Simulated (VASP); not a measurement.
A run of VASP 6.6.1 is set up as follows.

INCAR

```
ALGO     = Normal         # electronic algorithm
EDIFF    = 1E-7           # SCF threshold, eV
EDIFFG   = -0.01          # ionic threshold
ENCUT    = 600            # plane-wave cutoff, eV
GGA      = PS             # functional
IBRION   = 2              # ionic algorithm
ISIF     = 4              # what is computed and relaxed
ISMEAR   = 0              # smearing method
LASPH    = T              # aspherical terms in the spheres
LCHARG   = F              # write CHGCAR
LREAL    = F              # projectors in reciprocal space
LWAVE    = F              # write WAVECAR
NELM     = 80             # most SCF steps
NSW      = 50             # ionic steps
PREC     = Accurate       # precision mode
SIGMA    = 0.1            # smearing width, eV
```

The input KPOINTS:

```
k-points
0
Gamma
  16 16 16
```

The input POSCAR:

```
Ge
1.0
   -2.5371219661      2.5371219661      1.3825536090
    2.5371219661     -2.5371219661      1.3825536090
    2.5371219661      2.5371219661     -1.3825536090
Ge
2
Direct
    0.2500000000      0.7500000000      0.5000000000
    0.5000000000      0.5000000000      0.0000000000
```

Potentials or basis: VASP PAW PBE potentials, release 64 (Ge_d).

Command:

```sh
$ cat potpaw_PBE.64/Ge_d/POTCAR > POTCAR
$ mpirun -np 1 vasp_std > vasp.out
```

Question: Predict the band gap on the k mesh.

Answer: Zero (bands 14 and 15 overlap by 5.59 eV).

Final structure:
```cif
data_structure
_symmetry_space_group_name_H-M 'P 1'
_symmetry_Int_Tables_number 1
_cell_length_a 3.8458
_cell_length_b 3.8458
_cell_length_c 3.8458
_cell_angle_alpha 97.417
_cell_angle_beta 97.417
_cell_angle_gamma 137.887
_cell_volume 35.60
loop_
_atom_site_label
_atom_site_type_symbol
_atom_site_fract_x
_atom_site_fract_y
_atom_site_fract_z
_atom_site_occupancy
Ge1 Ge 0.25000 0.75000 0.50000 1
Ge2 Ge 0.50000 0.50000 0.00000 1
```
